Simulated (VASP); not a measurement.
# Cr: single point with PBE+U

Cr:

```
Cr
1.0
     2.96890    0.00000    0.00000
     0.00000    2.96890    0.00000
     0.00000    0.00000    2.96890
Cr
2
Direct
  0.00000 0.00000 0.00000
  0.50000 0.50000 0.50000
```

```json
{
 "Program": "VASP 6.6.1",
 "Task": "single point",
 "Functional": "PBE",
 "Potentials or basis": "VASP PAW PBE potentials, release 64 (Cr_sv)",
 "Cutoff": "700 eV",
 "k mesh": "11 × 11 × 11",
 "Occupations": "fermi-dirac, width 0.05 eV",
 "Spin": "collinear spin, antiferromagnetic start",
 "Starting moments": "[-3.0, 3.0] μB",
 "Hubbard terms": "Cr d U = 5.0 eV"
}
```

```json
{
  "Pressure": "27.2 GPa",
  "Band gap on the k mesh": "0.52 eV",
  "Net moment": "0.00 μB per cell",
  "Site moments": "Cr -3.15, +3.15 μB",
  "Valence electrons inside the program's atomic spheres": "Cr 11.82"
}
```

Levels at points of the mesh, in eV from the valence-band top:
Spin up:
| k point | band 11 | band 12 | band 13 | band 14 | band 15 | band 16 | band 17 | band 18 |
| --- | --- | --- | --- | --- | --- | --- | --- | --- |
| (0.00, 0.00, 0.00) | -3.70 | -2.20 | -2.20 | -2.20 | 3.01 | 3.01 | 5.03 | 5.03 |
Spin down:
| k point | band 12 | band 13 | band 14 | band 15 | band 16 | band 17 |
| --- | --- | --- | --- | --- | --- | --- |
| (0.00, 0.00, 0.00) | -2.20 | -2.20 | -2.20 | 3.01 | 3.01 | 5.03 |

Eigenvalues of the final occupation matrices:
| site | spin | trace | eigenvalues |
| --- | --- | --- | --- |
| site 1 d | 1 | 0.27 | 0.04 0.04 0.07 0.07 0.07 |
| site 1 d | 2 | 3.39 | 0.52 0.52 0.78 0.78 0.78 |
| site 2 d | 1 | 3.39 | 0.52 0.52 0.78 0.78 0.78 |
| site 2 d | 2 | 0.27 | 0.04 0.04 0.07 0.07 0.07 |

Wall time 68 s on 1 thread of Intel(R) Xeon(R) 6975P-C (Granite Rapids) (shared host), peak memory 0.22 GiB.

Caveat: the cell stands under pressure; the antiferromagnetic order is the one typed at the start, and another may lie lower; an odd mesh through Γ misses points on the zone boundary, where band edges can lie; the U is typed as a test and isn't derived for this compound. The state reached can hang on the start; a lower one may exist.
